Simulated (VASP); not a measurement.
Write the native input for VASP 6.6.1 that does the following.

```
Task                   : single point
Functional             : PBEsol
Dispersion             : D3(BJ)
Potentials or basis    : VASP PAW PBE potentials, release 64 (Al)
Cutoff                 : 520 eV
k mesh                 : 18 × 18 × 10
Occupations            : gaussian, width 0.15 eV
Spin                   : no spin polarisation
Dipole correction      : no
Further INCAR settings : ALGO = Normal; EDIFF = 1e-06; NBANDS = 10
```

The structure of Al lies in POSCAR:

```
Al
1.0
    2.8827667353      0.0000000000      0.0000000000
   -1.4413833676      2.4965492260      0.0000000000
    0.0000000000      0.0000000000      4.7451787500
Al
2
Direct
    0.6666666667      0.3333333333      0.7500000000
    0.3333333333      0.6666666667      0.2500000000
```

This isn't the form of Al at room conditions, which is fcc.

This cell differs from its parent crystal: strain +0.025 along x and y, -0.025 along z.

The input as run:

INCAR

```
  ALGO = Normal
  EDIFF = 1E-6
  ENCUT = 520
  GGA = PS
  ISIF = 2
  ISMEAR = 0
  IVDW = 12
  LASPH = True
  LCHARG = True
  LELF = True
  LREAL = False
  LVHAR = True
  LWAVE = False
  NBANDS = 10
  NELM = 100
  PREC = Accurate
  SIGMA = 0.15
```

KPOINTS

```
k-points
0
Gamma
  18 18 10
```

Potentials or basis: VASP PAW PBE potentials, release 64 (Al).

Command:

```bash
$ cat potpaw_PBE.64/Al/POTCAR > POTCAR
$ mpirun -np 1 vasp_std > vasp.out
```

It gave:

| Property | Result |
| --- | --- |
| Pressure | -6.1 GPa |
| Band gap on the k mesh | zero (bands 3 and 4 overlap by 7.18 eV) |
| Dispersion energy per atom | -0.307 eV |

Caveat: the cell differs from its parent crystal (strain +0.025 along x and y, -0.025 along z); the cell stands under tension; the PAW data sets were made with another functional, which shifts forces and pressure a little.

Wall time 77 s on 1 thread of Intel Xeon 8259CL (shared host), peak memory 0.2 GiB.
